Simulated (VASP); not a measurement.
Here is a VASP 6.6.1 calculation.

Contents of INCAR:

```
SYSTEM = NiO
PREC = Accurate ; ENCUT = 600
EDIFF = 1E-6 ; ISMEAR = 0
SIGMA = 0.1 ; LREAL = .FALSE.
LASPH = .TRUE. ; NELM = 200
ALGO = Normal ; ISIF = 2
LWAVE = .FALSE. ; LCHARG = .FALSE.
ISPIN = 2 ; MAGMOM = 2 2 0 0
LORBIT = 11 ; LMAXMIX = 4
GGA = PE ; NBANDS = 28
GGA_COMPAT = .FALSE.
```

Contents of KPOINTS:

```
regular mesh
0
G
  6 6 6
  0 0 0
```

File POSCAR:

```
NiO
1.0
    1.5141314069     -3.9950561784      0.0000000000
    1.5141314069      3.9950561784      0.0000000000
    0.0000000000      0.0000000000      3.0078015786
Ni O
2 2
Direct
    0.8540000000      0.1460000000      0.7500000000
    0.1460000000      0.8540000000      0.2500000000
    0.5500000000      0.4500000000      0.7500000000
    0.4500000000      0.5500000000      0.2500000000
```

Potentials or basis: VASP PAW PBE potentials, release 64 (Ni, O).

The run is started by

```sh
$ cat potpaw_PBE.64/Ni/POTCAR potpaw_PBE.64/O/POTCAR > POTCAR
$ mpirun -np 1 vasp_std > vasp.out
```

Task: What does it give for the site moments?

Result: Ni +0.78; O +0.08 μB.

Task: Predict the net moment.

Result: 1.69 μB per cell.

Stress tensor (GPa, compression positive):
```
-1.35  0.00  0.00
 0.00 18.16  0.00
 0.00  0.00 57.98
```

Caveat: the k points lie up to 0.37 Å⁻¹ apart.
